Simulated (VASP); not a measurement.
Write the native input for VASP 6.6.1 that does the following.

```
Task                   : single point
Functional             : PBE
Potentials or basis    : VASP PAW PBE potentials, release 64 (Ag, Cl)
Cutoff                 : 520 eV
k mesh                 : 8 × 8 × 8
Occupations            : gaussian, width 0.05 eV
Spin                   : no spin polarisation
Dipole correction      : no
Further INCAR settings : ALGO = Normal; EDIFF = 1e-06; NBANDS = 16
```

The structure of AgCl lies in POSCAR:

```
AgCl
1.0
    0.0000000000      2.8433429547      2.8060228508
    2.8433429547      0.0000000000      2.8060228508
    2.8433429547      2.8433429547      0.0000000000
Ag Cl
1 1
Direct
    0.5000000000      0.5000000000      0.5000000000
    0.0000000000      0.0000000000      0.0000000000
```

These files were run (other wordings do the same):

INCAR

```
SYSTEM = AgCl
PREC = Accurate
ENCUT = 520
EDIFF = 1E-6
ISMEAR = 0
SIGMA = 0.05
LREAL = .False.
LASPH = .True.
NELM = 80
ALGO = Normal
ISIF = 2
LWAVE = .False.
LCHARG = .True.
GGA = PE
LELF = .True.
LVHAR = .True.
NBANDS = 16
```

KPOINTS

```
regular mesh
0
Gamma
  8 8 8
  0 0 0
```

Potentials or basis: VASP PAW PBE potentials, release 64 (Ag, Cl).

Run with:

```console
$ cat potpaw_PBE.64/Ag/POTCAR potpaw_PBE.64/Cl/POTCAR > POTCAR
$ mpirun -np 1 vasp_std > vasp.out
```

It gave:

```json
{"Pressure": "-1.1 GPa", "Band gap on the k mesh": "0.90 eV, indirect (least direct gap 2.99 eV)"}
```

Run time: 56 s on 1 thread of AMD EPYC 7R43 64-Core Processor (Zen 3), on a shared host, peak memory 0.15 GiB.
